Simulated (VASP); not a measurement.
The system is Cs4I.

```xyz
5
Lattice="6.6304 0.0000 0.0000 0.0000 6.6304 0.0000 0.0000 0.0000 6.6304" Properties=species:S:1:pos:R:3 pbc="T T T"
Cs    3.3152    3.3152    3.3152
Cs    3.3152    0.0000    0.0000
Cs    0.0000    3.3152    0.0000
Cs    0.0000    0.0000    3.3152
I     0.0000    0.0000    0.0000
```

The cell was generated, and may not be a known phase.

```yaml
Program: VASP 6.6.1
Task: relaxation of cell and atoms
Functional: PBE
Potentials_or_basis: VASP PAW PBE potentials, release 64 (Cs_sv, I)
Cutoff: 600 eV
k_mesh: 4 × 4 × 4
Occupations: gaussian, width 0.1 eV
Spin: no spin polarisation
```

At the start: pressure 5.3 GPa; volume 58.30 Å³/atom.

**Question.** Where does the relaxation end?

**Answer.** Over 6 steps the energy falls by 399.8 meV/atom and the volume is 96.11 Å³/atom (+64.9 %); space group Pm-3m (No. 221, to 0.1 Å) before and after.

Step by step:
| step | energy change (eV) | largest force (eV/Å) | pressure (GPa) | volume (Å³) |
| --- | --- | --- | --- | --- |
| 1 | 0.0000 | 0.0000 | 5.30 | 291.48 |
| 2 | -1.6488 | 0.0000 | 1.38 | 380.70 |
| 3 | -1.9336 | 0.0000 | 0.47 | 432.70 |
| 4 | -1.9141 | 0.0000 | -0.35 | 550.51 |
| 5 | -1.9972 | 0.0000 | -0.07 | 490.98 |
| 6 | -1.9991 | 0.0000 | 0.00 | 480.54 |

Final structure:
```
CELL_PARAMETERS angstrom
7.83270 0.00000 0.00000
0.00000 7.83270 0.00000
0.00000 0.00000 7.83270
ATOMIC_POSITIONS crystal
Cs 0.50000 0.50000 0.50000
Cs 0.50000 0.00000 0.00000
Cs 0.00000 0.50000 0.00000
Cs 0.00000 0.00000 0.50000
I 0.00000 0.00000 0.00000
```

Caveat: the volume moved by over 15 % at a fixed basis, so the end points are rough; an odd number of electrons without spin polarisation forces a metal; a magnetic or distorted state may lie lower.
